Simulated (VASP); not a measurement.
# Gd (Fm-3m) in VASP: notebook

Gd is run at these levels: PBE; tasks: single point.

All numbers are computed with VASP 6.6.1; they aren't measurements. Logs are shortened: lines on timing, memory, paths and dates and some standing lists are left out, and cuts for length are marked.

**1. The cell of the first run**

Symmetry: Fm-3m, No. 225, cubic system. The conventional cell has a = 4.517 Å, b = 4.517 Å, c = 4.517 Å, α = 90.00°, β = 90.00°, γ = 90.00°. Gd (site symmetry m-3m) has 12 Gd at 3.19 Å within 4.2 Å.

**2. Single point, PBE, collinear spin, ferromagnetic start (volume scaled by 0.7)**

INCAR

```
SYSTEM = Gd
  PREC = Accurate
  ENCUT = 520
  EDIFF = 1E-6
  ISMEAR = -1
  SIGMA = 0.05
  LREAL = .False.
  LASPH = .True.
  NELM = 150
  ALGO = Normal
  ISIF = 2
  LWAVE = .False.
  LCHARG = .False.
  ISPIN = 2
  MAGMOM = 7
  LORBIT = 11
  LMAXMIX = 6
  GGA = PE
  NBANDS = 19
```

KPOINTS

```
Automatic mesh
0
Gamma
  13 13 13
  0 0 0
```

POSCAR

```
Gd
1.0
    0.0000000000      2.2585256785      2.2585256785
    2.2585256785      0.0000000000      2.2585256785
    2.2585256785      2.2585256785      0.0000000000
Gd
1
Direct
    0.0000000000      0.0000000000      0.0000000000
```

Potentials or basis: VASP PAW PBE potentials, release 64 (Gd).

Command:

```bash
> cat potpaw_PBE.64/Gd/POTCAR > POTCAR
> mpirun -np 1 vasp_std > vasp.out
```

OUTCAR:

```text
SYSTEM = Gd
   PREC = Accurate
   ENCUT = 520
   EDIFF = 1E-6
   ISMEAR = -1
   LREAL = .False.
   LASPH = .True.
   NELM = 150
   ISIF = 2
   ISPIN = 2
   LORBIT = 11
   GGA = PE

 ion  position               nearest neighbor table
   1  0.000  0.000  0.000-

  LATTYP: Found a face centered cubic cell.
 ALAT       =     4.5170513570

  Lattice vectors:

 A1 = (   0.0000000000,   2.2585256785,   2.2585256785)
 A2 = (   2.2585256785,   0.0000000000,   2.2585256785)
 A3 = (   2.2585256785,   2.2585256785,   0.0000000000)

Analysis of symmetry for initial positions (statically):
=====================================================================
 Subroutine PRICEL returns:
 Original cell was already a primitive cell.

 Routine SETGRP: Setting up the symmetry group for a
 face centered cubic supercell.

 Subroutine GETGRP returns: Found 48 space group operations
 (whereof 48 operations were pure point group operations)
 out of a pool of 48 trial point group operations.

The static configuration has the point symmetry O_h .

Analysis of symmetry for dynamics (positions and initial velocities):
=====================================================================
 Subroutine PRICEL returns:
 Original cell was already a primitive cell.

 Routine SETGRP: Setting up the symmetry group for a
 face centered cubic supercell.

 Subroutine GETGRP returns: Found 48 space group operations
 (whereof 48 operations were pure point group operations)
 out of a pool of 48 trial point group operations.

The dynamic configuration has the point symmetry O_h .

Analysis of structural, dynamic, and magnetic symmetry:
=====================================================================
 Subroutine PRICEL returns:
 Original cell was already a primitive cell.

 Routine SETGRP: Setting up the symmetry group for a
 face centered cubic supercell.

 Subroutine GETGRP returns: Found 48 space group operations
 (whereof 48 operations were pure point group operations)
 out of a pool of 48 trial point group operations.

The overall configuration has the point symmetry O_h .

 Subroutine INISYM returns: Found 48 space group operations
 (whereof 48 operations are pure point group operations),
 and found     1 'primitive' translations

----------------------------------------------------------------------------------------

                                     Primitive cell

  volume of cell :      23.0412

  direct lattice vectors                    reciprocal lattice vectors
     0.000000000  2.258525678  2.258525678    -0.221383359  0.221383359  0.221383359
     2.258525678  0.000000000  2.258525678     0.221383359 -0.221383359  0.221383359
     2.258525678  2.258525678  0.000000000     0.221383359  0.221383359 -0.221383359

  length of vectors
     3.194037646  3.194037646  3.194037646     0.383447225  0.383447225  0.383447225

  position of ions in fractional coordinates (direct lattice)
     0.000000000  0.000000000  0.000000000

  ion indices of the primitive-cell ions
   primitive index   ion index
                 1           1

----------------------------------------------------------------------------------------

 KPOINTS: Automatic mesh

Automatic generation of k-mesh.
 Grid dimensions read from file:
 generate k-points for:   13   13   13

 Generating k-lattice:

  Cartesian coordinates                     Fractional coordinates (reciprocal lattice)
    -0.017029489  0.017029489  0.017029489     0.076923077  0.000000000  0.000000000
     0.017029489 -0.017029489  0.017029489     0.000000000  0.076923077  0.000000000
     0.017029489  0.017029489 -0.017029489     0.000000000  0.000000000  0.076923077

  Length of vectors
     0.029495940  0.029495940  0.029495940

  Shift w.r.t. Gamma in fractional coordinates (k-lattice)
     0.000000000  0.000000000  0.000000000

 Subroutine IBZKPT returns following result:
 ===========================================

 Found     84 irreducible k-points:

 Following reciprocal coordinates:
            Coordinates               Weight
  0.000000  0.000000  0.000000      1.000000
  0.076923  0.000000  0.000000      8.000000
  0.153846  0.000000  0.000000      8.000000
  0.230769  0.000000  0.000000      8.000000
  0.307692  0.000000  0.000000      8.000000
  0.384615  0.000000  0.000000      8.000000
[... 16 lines left out ...]
  0.384615  0.153846  0.000000     24.000000
  0.461538  0.153846  0.000000     24.000000
 [... further k-points ...]
   k-points           NKPTS =     84   k-points in BZ     NKDIM =     84   number of bands    NBANDS=     19
   number of dos      NEDOS =    301   number of ions     NIONS =      1
   total plane-waves  NPLWV =  13824
   dimension x,y,z NGX =    24 NGY =   24 NGZ =   24
   dimension x,y,z NGXF=    48 NGYF=   48 NGZF=   48
   ions per type =               1
   NGX,Y,Z   is equivalent  to a cutoff of  12.49, 12.49, 12.49 a.u.
   NGXF,Y,Z  is equivalent  to a cutoff of  24.98, 24.98, 24.98 a.u.
 SYSTEM =  Gd
   PREC   = accura    normal or accurate (medium, high low for compatibility)
   ISTART =      0    job   : 0-new  1-cont  2-samecut
   ICHARG =      2    charge: 1-file 2-atom 10-const
   ISPIN  =      2    spin polarized calculation?
   LNONCOLLINEAR =      F non collinear calculations
   LSORBIT =      F    spin-orbit coupling
   LASPH  =      T    aspherical Exc in radial PAW
   ENCUT  =  520.0 eV  38.22 Ry    6.18 a.u.   5.94  5.94  5.94*2*pi/ulx,y,z
   NELM   =    150;   NELMIN=  2; NELMDL= -5     # of ELM steps
   EDIFF  = 0.1E-05   stopping-criterion for ELM
   LREAL  =      F    real-space projection
   EDIFFG = 0.1E-04   stopping-criterion for IOM
   NSW    =      0    number of steps for IOM
   IBRION =     -1    ionic relax: 0-MD 1-quasi-New 2-CG
   NFREE  =      0    steps in history (QN), initial steepest desc. (CG)
   ISIF   =      2    stress and relaxation
   ISYM   =      2    0-nonsym 1-usesym 2-fastsym
   POTIM  = 0.5000    time-step for ionic-motion
   TEBEG  =    0.0;   TEEND  =   0.0 temperature during run
   PSTRESS=    0.0 pullay stress
   NELECT =      18.0000    total number of electrons
   NUPDOWN=      -1.0000    fix difference up-down
   EMIN   =  10.00;   EMAX   =-10.00  energy-range for DOS
   EFERMI =   0.00;   METHOD = LEGACY
   ISMEAR =    -1;   SIGMA  =   0.05  broadening in eV -4-tet -1-fermi 0-gaus
   EFERMI_NEDOS =   21; number of points for ismear=-14 and -15
   IALGO  =     38    algorithm
   IMIX   =      4    mixing-type and parameters
     AMIX     =   0.40;   BMIX     =  1.00
     AMIX_MAG =   1.60;   BMIX_MAG =  1.00
  volume/ion in A,a.u.               =      23.04       155.49
  Fermi-wavevector in a.u.,A,eV,Ry     =   1.507755  2.849243 30.930446  2.273324
  Thomas-Fermi vector in A             =   2.618299
   LORBIT       =     11    0 simple, 1 ext, 2 COOP (PROOUT), +10 PAW based schemes
   GGA     = PE    functional components
   LHFCALC =     F    Hartree Fock is set to
   AEXX    =    0.0000 exact exchange contribution
   IVDW    =     0    specifies the selected vdW correction
   LEPSILON=     F    determine dielectric tensor
   LRPA    =     F    only Hartree local field effects (RPA)
 spin polarized calculation
  energy-cutoff  :      520.00
  volume of cell :       23.04
 maximum number of plane-waves:       632
   NGX = 11   NGY = 11   NGZ = 11

 number of electron      18.0000005 magnetization       7.2066089

 Free energy of the ion-electron system (eV)
  ---------------------------------------------------
  ext. energy  EPLUGINS =         0.00000000
  ---------------------------------------------------
  free energy    TOTEN  =       -11.17135416 eV

  energy without entropy =      -11.15974672  energy(sigma->0) =      -11.16555044

 E-fermi :   4.9074     XC(G=0): -11.7262

 val. band max:        4.9016454772   @ k =  -0.3077   0.2308   0.0769
 cond. band min:       4.9217843496   @ k =  -0.4615   0.2308   0.0769
 fundamental gap:      0.0201388725
 Fermi energy:         4.9074378865

 spin component 1

 k-point     1 :       0.0000    0.0000    0.0000
  band No.  band energies     occupation
      1     -39.8782      1.00000
      2     -16.2684      1.00000
      3     -16.2684      1.00000
      4     -16.2684      1.00000
      5      -0.2880      1.00000
      6       0.4952      1.00000
[... 11 lines left out ...]
     18      15.6231      0.00000
     19      20.0619      0.00000

 k-point     2 :       0.0769    0.0000    0.0000
  band No.  band energies     occupation
      1     -39.8627      1.00000
      2     -16.4044      1.00000
      3     -16.2837      1.00000
      4     -16.2837      1.00000
      5      -0.0340      1.00000
      6       0.5028      1.00000
[... 476 lines left out ...]
 k-point    24 :       0.4615    0.1538    0.0000
  band No.  band energies     occupation
      1     -39.5921      1.00000
      2     -18.0750      1.00000
      3     -16.7737      1.00000
      4     -16.6379      1.00000
      5       0.5634      1.00000
      6       0.6642      1.00000
[... 11 lines left out ...]
     18      16.6204      0.00000
     19      18.2234      0.00000

 [... further k-points ...]

 spin component 2

 k-point     1 :       0.0000    0.0000    0.0000
  band No.  band energies     occupation
      1     -36.7830      1.00000
      2     -13.9200      1.00000
      3     -13.9200      1.00000
      4     -13.9200      1.00000
      5       0.5525      1.00000
      6       5.4196      0.00004
[... 11 lines left out ...]
     18      16.7307      0.00000
     19      20.9400      0.00000

 k-point     2 :       0.0769    0.0000    0.0000
  band No.  band energies     occupation
      1     -36.7642      1.00000
      2     -14.0848      1.00000
      3     -13.9378      1.00000
      4     -13.9378      1.00000
      5       0.8266      1.00000
      6       5.3635      0.00011
[... 476 lines left out ...]
 k-point    24 :       0.4615    0.1538    0.0000
  band No.  band energies     occupation
      1     -36.4329      1.00000
      2     -16.0465      1.00000
      3     -14.5165      1.00000
      4     -14.3511      1.00000
      5       3.5351      1.00000
      6       5.1513      0.00756
[... 11 lines left out ...]
     18      17.7732      0.00000
     19      19.4718      0.00000

 [... further k-points ...]
[... 5 lines left out ...]
  --------------------------------------------------------------------------------------
  -------------------------------------------------------------------------------------
  Total        2.9405792      2.9405792      2.9405792      0.0000000      0.0000000     -0.0000000
  in kB      204.4741313    204.4741313    204.4741313      0.0000000      0.0000000     -0.0000000
  external PRESSURE =     204.4741313 kB  Pullay stress =       0.0000000 kB

 VOLUME and BASIS-vectors are now :
 -----------------------------------------------------------------------------
  energy-cutoff  :      520.00
  volume of cell :       23.04
      direct lattice vectors                 reciprocal lattice vectors
     0.000000000  2.258525678  2.258525678    -0.221383359  0.221383359  0.221383359
     2.258525678  0.000000000  2.258525678     0.221383359 -0.221383359  0.221383359
     2.258525678  2.258525678  0.000000000     0.221383359  0.221383359 -0.221383359

 POSITION                                       TOTAL-FORCE (eV/Angst)
 -----------------------------------------------------------------------------------
      0.00000      0.00000      0.00000        -0.000000     -0.000000     -0.000000
 -----------------------------------------------------------------------------------
    total drift:                               -0.000000      0.000000      0.000000

  FREE ENERGIE OF THE ION-ELECTRON SYSTEM (eV)
  ---------------------------------------------------
  free  energy   TOTEN  =       -11.1713541648 eV

  energy  without entropy=      -11.1597467192  energy(sigma->0) =      -11.16555044

 total charge

# of ion       s       p       d       f       tot
--------------------------------------------------
    1        2.095   5.532   0.826   6.993  15.446

 magnetization (x)

# of ion       s       p       d       f       tot
--------------------------------------------------
    1        0.009  -0.051   0.126   6.762   6.846
```

It took 97 s on 1 thread of Intel Xeon 6975P-C, shared host; peak memory 0.2 GiB.

Results:

| Quantity | Value |
| --- | --- |
| Free energy | -11.1714 eV |
| Pressure | 20.4 GPa |
| Net moment | 7.21 μB per cell |
| Site moments | Gd +6.85 μB |
| Valence electrons inside the program's atomic spheres | Gd 15.45 |

Levels at points of the mesh, in eV from the Fermi level:
Spin up:
```
           k point  band 10  band 11  band 12  band 13  band 14  band 15  band 16  band 17
(0.00, 0.00, 0.00)    -3.97    -3.97    -3.97     1.68     1.68     1.68     5.08     5.08
```
Spin down:
| k point | band 1 | band 2 | band 3 | band 4 | band 5 | band 6 | band 7 | band 8 | band 9 | band 10 |
| --- | --- | --- | --- | --- | --- | --- | --- | --- | --- | --- |
| (0.00, 0.00, 0.00) | -41.69 | -18.83 | -18.83 | -18.83 | -4.35 | 0.51 | 0.97 | 0.97 | 0.97 | 1.52 |

Caveat: spin-orbit coupling is left out, which moves the levels of the heavy elements.

**3. Single point, PBE, collinear spin, ferromagnetic start (volume scaled by 0.8)**

INCAR

```
SYSTEM = Gd
PREC = Accurate ; ENCUT = 520
EDIFF = 1E-6 ; ISMEAR = -1
SIGMA = 0.05 ; LREAL = .False.
LASPH = .True. ; NELM = 150
ALGO = Normal ; ISIF = 2
LWAVE = .False. ; LCHARG = .False.
ISPIN = 2 ; MAGMOM = 7
LORBIT = 11 ; LMAXMIX = 6
GGA = PE ; NBANDS = 19
```

KPOINTS

```
regular mesh
0
Gamma
  13 13 13
  0 0 0
```

POSCAR

```
Gd
1.0
    0.0000000000      2.3613245461      2.3613245461
    2.3613245461      0.0000000000      2.3613245461
    2.3613245461      2.3613245461      0.0000000000
Gd
1
Direct
    0.0000000000      0.0000000000      0.0000000000
```

Potentials or basis: VASP PAW PBE potentials, release 64 (Gd).

Command:

```bash
> cat potpaw_PBE.64/Gd/POTCAR > POTCAR
> mpirun -np 1 vasp_std > vasp.out
```

Run time: 3.1 min. Hardware: 1 thread of Intel Xeon 6975P-C, shared host; peak memory 0.23 GiB.

The run converged. Its results:

```yaml
Free_energy: -11.4820 eV
Pressure: 10.3 GPa
Net_moment: 7.29 μB per cell
Site_moments: Gd +6.88 μB
Valence_electrons_inside_the_program's_atomic_spheres: Gd 15.34
```

Levels at points of the mesh, in eV from the Fermi level:
Spin up:
```tsv
k point	band 10	band 11	band 12	band 13	band 14	band 15	band 16	band 17
(0.00, 0.00, 0.00)	-4.28	-4.28	-4.28	1.56	1.56	1.56	4.48	4.48
```
Spin down:
```csv
k point,band 3,band 4,band 5,band 6,band 7,band 8
"(0.00, 0.00, 0.00)",-19.30,-19.30,-4.46,0.45,0.80,0.80
```

Caveat: spin-orbit coupling is left out, which moves the levels of the heavy elements. The state reached can hang on the start; a lower one may exist.

**4. Single point, PBE, collinear spin, ferromagnetic start (volume scaled by 0.8)**

INCAR

```
PREC = Accurate
ENCUT = 520
EDIFF = 1E-6
ISMEAR = -1
SIGMA = 0.05
LREAL = False
LASPH = True
NELM = 150
ALGO = Normal
ISIF = 2
LWAVE = False
LCHARG = False
ISPIN = 2
MAGMOM = 7
LORBIT = 11
LMAXMIX = 6
GGA = PE
NBANDS = 19
```

KPOINTS

```
regular mesh
0
Gamma
  13 13 13
```

POSCAR is that of step 3.

Command:

```bash
> cat potpaw_PBE.64/Gd/POTCAR > POTCAR
> mpirun -np 1 vasp_std > vasp.out
```

Wall time 3.5 min (1 thread of Intel Xeon 6975P-C, shared host); peak memory 0.23 GiB.

It converged, with:

```yaml
Free_energy: -11.4820 eV
Pressure: 10.3 GPa
Net_moment: 7.29 μB per cell
Site_moments: Gd +6.88 μB
Valence_electrons_inside_the_program's_atomic_spheres: Gd 15.34
```

Levels at points of the mesh, in eV from the Fermi level:
Spin up:
```tsv
k point	band 10	band 11	band 12	band 13	band 14	band 15	band 16	band 17
(0.00, 0.00, 0.00)	-4.28	-4.28	-4.28	1.56	1.56	1.56	4.48	4.48
```
Spin down:
```
           k point  band 1  band 2  band 3  band 4  band 5  band 6  band 7  band 8  band 9  band 10
(0.00, 0.00, 0.00)  -41.79  -19.30  -19.30  -19.30   -4.46    0.45    0.80    0.80    0.80     1.21
```

Caveat: spin-orbit coupling is left out, which moves the levels of the heavy elements. The state reached can hang on the start; a lower one may exist.

**5. Single point, PBE, collinear spin, ferromagnetic start (volume scaled by 0.9)**

INCAR

```
PREC = Accurate
ENCUT = 520
EDIFF = 1E-6
ISMEAR = -1
SIGMA = 0.05
LREAL = F
LASPH = T
NELM = 150
ALGO = Normal
ISIF = 2
LWAVE = F
LCHARG = F
ISPIN = 2
MAGMOM = 7
LORBIT = 11
LMAXMIX = 6
GGA = PE
NBANDS = 19
```

KPOINTS

```
Automatic mesh
0
Gamma
  13 13 13
```

POSCAR

```
Gd
1.0
    0.0000000000      2.4558764947      2.4558764947
    2.4558764947      0.0000000000      2.4558764947
    2.4558764947      2.4558764947      0.0000000000
Gd
1
Direct
    0.0000000000      0.0000000000      0.0000000000
```

Command:

```bash
> cat potpaw_PBE.64/Gd/POTCAR > POTCAR
> mpirun -np 1 vasp_std > vasp.out
```

Run time: 3.8 min. Hardware: 1 thread of Intel Xeon 6975P-C, shared host; peak memory 0.24 GiB.

It converged, with:

```
Free energy                                           : -11.6274 eV
Pressure                                              : 4.1 GPa
Net moment                                            : 7.36 μB per cell
Site moments                                          : Gd +6.91 μB
Valence electrons inside the program's atomic spheres : Gd 15.26
```

Levels at points of the mesh, in eV from the Fermi level:
Spin up:
```
           k point  band 10  band 11  band 12  band 13  band 14  band 15  band 16  band 17
(0.00, 0.00, 0.00)    -4.54    -4.54    -4.54     1.45     1.45     1.45     4.01     4.01
```
Spin down:
| k point | band 2 | band 3 | band 4 | band 5 | band 6 | band 7 | band 8 | band 9 |
| --- | --- | --- | --- | --- | --- | --- | --- | --- |
| (0.00, 0.00, 0.00) | -19.66 | -19.66 | -19.66 | -4.43 | 0.37 | 0.62 | 0.62 | 0.62 |

Caveat: spin-orbit coupling is left out, which moves the levels of the heavy elements. The state reached can hang on the start; a lower one may exist.

**6. Summary**

```csv
cell,gap on the mesh (eV),pressure (GPa),moment (μB)
"a = 3.194 Å, angles 60.0°, 1 atom",none,20.4,7.21
"a = 3.339 Å, angles 60.0°, 1 atom",none,10.3,7.29
"a = 3.473 Å, angles 60.0°, 1 atom",none,4.1,7.36
```

Alike in all rows: task single point; level PBE; potentials or basis VASP PAW PBE potentials, release 64 (Gd); spin collinear, ferromagnetic start; k mesh 13 × 13 × 13; cutoff (eV) 520; smearing fermi-dirac 0.05 eV.

Caveats: spin-orbit coupling is left out, which moves the levels of the heavy elements.

Absolute energies hang on the potentials; compare differences alone.
